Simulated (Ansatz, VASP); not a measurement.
Given: the input of a run of Ansatz 0.2.0 on KF.

Contents of input.yaml:

```yaml
crystal:
  lattice:
    - [3.2370821598, 0.0, 0.0]
    - [0.0, 3.2370821598, 0.0]
    - [0.0, 0.0, 3.2370821598]
  atoms:
    - { symbol: K, position: [0.0, 0.0, 0.0], spin: 0.33, spin_axis: [-0.109076, 0.342379, 0.933209] }
    - { symbol: F, position: [0.5, 0.5, 0.5] }
kpoints:
  mp_grid: { grid: [6, 6, 6] }
scf:
  occupations: { method: fermi_dirac, width: 0.1 }
hamiltonian:
  xc: pbe
  pseudopotentials: { kind: all_electron, lapw: { basis_error: 0.001 } }
magnetization:
  noncollinear: true
output:
  forces: true
  stress: true
  eigenvalues: true
```

Potentials or basis: all-electron LAPW, scalar-relativistic.

Command:

```console
$ ansatz run input.yaml --threads 1 --pin off --max-ram 2560MiB --backend cpu --events-out ev --progress --plain --runs-dir out
```

Q: Set up the same calculation for VASP 6.6.1. Potentials there: VASP PAW PBE potentials, release 64 (K_sv, F).

A: As run (the cutoff follows the program's own potentials):

The input INCAR:

```
SYSTEM = KF
ALGO = Normal
EDIFF = 1E-6
ENCUT = 520
GGA = PE
ISIF = 2
ISMEAR = -1
LASPH = .TRUE.
LCHARG = .FALSE.
LNONCOLLINEAR = .TRUE.
LORBIT = 11
LREAL = .FALSE.
LWAVE = .FALSE.
MAGMOM = -0.036 0.113 0.308 0 0 0
NBANDS = 28
NELM = 150
PREC = Accurate
SIGMA = 0.1
```

Contents of KPOINTS:

```
k-points
0
G
  6 6 6
  0 0 0
```

The input POSCAR:

```
KF
1.0
    3.2370821598      0.0000000000      0.0000000000
    0.0000000000      3.2370821598      0.0000000000
    0.0000000000      0.0000000000      3.2370821598
K F
1 1
Direct
    0.0000000000      0.0000000000      0.0000000000
    0.5000000000      0.5000000000      0.5000000000
```

Potentials or basis: VASP PAW PBE potentials, release 64 (K_sv, F).

Command:

```sh
$ cat potpaw_PBE.64/K_sv/POTCAR potpaw_PBE.64/F/POTCAR > POTCAR
$ mpirun -np 1 vasp_ncl > vasp.out
```

Both were run:

|  | VASP | Ansatz | Ansatz less VASP |
| --- | --- | --- | --- |
| gap on the k mesh at the Fermi level (eV) | 6.40 | 6.41 | +0.012 |
| least direct gap on the mesh (eV) | 6.45 | 6.46 | +0.011 |
| pressure (GPa) | 0.7 | 0.7 | -0.03 |
| net moment per atom (μB) | 0.00 | 0.00 | 0.000 |

Ansatz ran all-electron here, and VASP with PAW potentials.
